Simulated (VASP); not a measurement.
KF: single point with PBE

KF:

```
CELL_PARAMETERS angstrom
0.00000 2.71054 2.40560
2.52080 0.00000 2.40560
2.52080 2.71054 0.00000
ATOMIC_POSITIONS crystal
K 0.00000 0.00000 0.00000
F 0.50000 0.50000 0.50000
```

This cell differs from its parent crystal: normal strain along x -0.0700, normal strain along z -0.1125.

```yaml
Program: VASP 6.6.1
Task: single point
Functional: PBE
Potentials_or_basis: VASP PAW PBE potentials, release 64 (K_sv, F)
Cutoff: 520 eV
k_mesh: 8 × 8 × 8
Occupations: gaussian, width 0.05 eV
Spin: no spin polarisation
```

| Property | Result |
| --- | --- |
| Pressure | 10.6 GPa |
| Band gap on the k mesh | 6.69 eV (least direct gap 6.73 eV) |

Stress tensor (GPa, compression positive):
```
10.45  0.00  0.00
 0.00  3.26  0.00
 0.00  0.00 18.23
```

Levels at points of the mesh, in eV from the valence-band top:
```csv
k point,band 5,band 6,band 7,band 8,band 9,band 10,band 11,band 12
"(0.00, 0.00, 0.00)",-9.05,-0.36,-0.22,-0.03,6.69,10.48,10.99,11.28
"(0.50, 0.00, 0.00)",-9.00,-1.20,-0.75,-0.73,9.42,11.50,12.33,12.96
"(0.50, 0.50, 0.00)",-9.41,-0.38,-0.19,-0.06,7.88,11.03,13.33,14.22
"(0.50, 0.00, 0.50)",-9.27,-0.52,-0.23,-0.03,8.33,11.00,12.22,14.28
"(0.00, 0.50, 0.50)",-9.31,-0.40,-0.28,0.00,8.12,10.89,12.89,14.22
```

Wall time 20 s on 1 thread of Intel(R) Xeon(R) 6975P-C (Granite Rapids), with other jobs on the host, peak memory 0.18 GiB.

Caveat: the cell differs from its parent crystal (normal strain along x -0.0700, normal strain along z -0.1125); the cell stands under pressure. A k mesh can miss the band edges.
